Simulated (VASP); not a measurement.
Input of a VASP 6.6.1 run:

Contents of INCAR:

```
SYSTEM = Al
  ALGO = Normal
  EDIFF = 1E-6
  ENCUT = 520
  GGA = PS
  ISIF = 2
  ISMEAR = 0
  IVDW = 12
  LASPH = .True.
  LCHARG = .True.
  LELF = .True.
  LREAL = .False.
  LVHAR = .True.
  LWAVE = .False.
  NBANDS = 14
  NELM = 80
  PREC = Accurate
  SIGMA = 0.15
```

KPOINTS

```
k-points
0
Gamma
  18 18 6
  0 0 0
```

The input POSCAR:

```
Al
1.0
    2.7804074547      0.0000000000      0.0000000000
   -1.3902037273      2.4079034886      0.0000000000
    0.0000000000      0.0000000000      9.8868508681
Al
4
Direct
    0.0000000000      0.0000000000      0.0000000000
    0.3333333333      0.6666666667      0.2500000000
    0.0000000000      0.0000000000      0.5000000000
    0.6666666667      0.3333333333      0.7500000000
```

Potentials or basis: VASP PAW PBE potentials, release 64 (Al).

Command:

```bash
$ cat potpaw_PBE.64/Al/POTCAR > POTCAR
$ mpirun -np 1 vasp_std > vasp.out
```

Task: Predict the dispersion energy per atom.

Result: -0.316 eV.

Task: Estimate the pressure.

Result: -3.8 GPa.

Stress tensor (GPa, compression positive):
```
-1.94  0.00  0.00
 0.00 -1.94  0.00
 0.00  0.00 -7.42
```

Caveat: the PAW data sets were made with another functional, which shifts forces and pressure a little; pairwise dispersion overbinds metals, which lowers pressure and volume.
